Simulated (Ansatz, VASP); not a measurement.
**Two plane-wave programs on SnSe**

The input INCAR:

```
PREC = Accurate
ENCUT = 520
EDIFF = 1E-6
ISMEAR = 0
SIGMA = 0.05
LREAL = False
LASPH = True
NELM = 60
ALGO = Normal
ISIF = 2
LWAVE = False
LCHARG = True
GGA = PS
LELF = True
LVHAR = True
NBANDS = 17
```

The input KPOINTS:

```
Automatic mesh
0
Gamma
  8 8 8
```

Contents of POSCAR:

```
SnSe
1.0
    0.0000000000      2.9876184384      2.9727546651
    2.9727546651      0.0000000000      2.9727546651
    2.9727546651      2.9876184384      0.0000000000
Sn Se
1 1
Direct
    0.0000000000      0.0000000000      0.0000000000
    0.5000000000      0.5000000000      0.5000000000
```

Input for Ansatz:

```yaml
crystal:
  lattice:
    - [0.0, 2.9876184384, 2.9727546651]
    - [2.9727546651, 0.0, 2.9727546651]
    - [2.9727546651, 2.9876184384, 0.0]
  atoms:
    - { symbol: Sn, position: [0.0, 0.0, 0.0] }
    - { symbol: Se, position: [0.5, 0.5, 0.5] }
basis:
  ecutwfc: 420
kpoints:
  mp_grid: { grid: [8, 8, 8] }
hamiltonian:
  xc: pbesol
scf:
  occupations: { method: gaussian, width: 0.05 }
output:
  forces: true
  stress: true
  eigenvalues: true
```

Change from the starting cell: strain +0.0050 x Voigt [0, 1, 0, 0, 0, 0], atoms carried along.

Alike in both runs: task single point; functional PBEsol; k mesh 8 × 8 × 8; occupations gaussian, width 0.05 eV; no spin polarisation.

|  | VASP | Ansatz |
| --- | --- | --- |
| version | VASP 6.6.1 | Ansatz 0.2.0 |
| potentials or method | VASP PAW PBE potentials, release 64 (Sn_d, Se), cutoff 520 eV | scalar-relativistic, plane waves, PAW |
| valence electrons in the cell | 20 | 30 |

VASP gave:

```
gap on the k mesh at the Fermi level (eV)                     : 0.74
least direct gap on the mesh (eV)                             : 0.80
pressure (GPa)                                                : -0.3
traceless stress, the component that is largest in VASP (GPa) : -0.44
```

Q: Estimate Ansatz's values.

A: gap on the k mesh at the Fermi level (eV): 0.74; least direct gap on the mesh (eV): 0.79; pressure (GPa): -0.3; traceless stress, the component that is largest in VASP (GPa): -0.43.

VASP's potentials were made for PBE, not for PBEsol. VASP's potentials hold 20 valence electrons a cell and Ansatz's 30, so a difference there can come from the potentials and not from the codes.
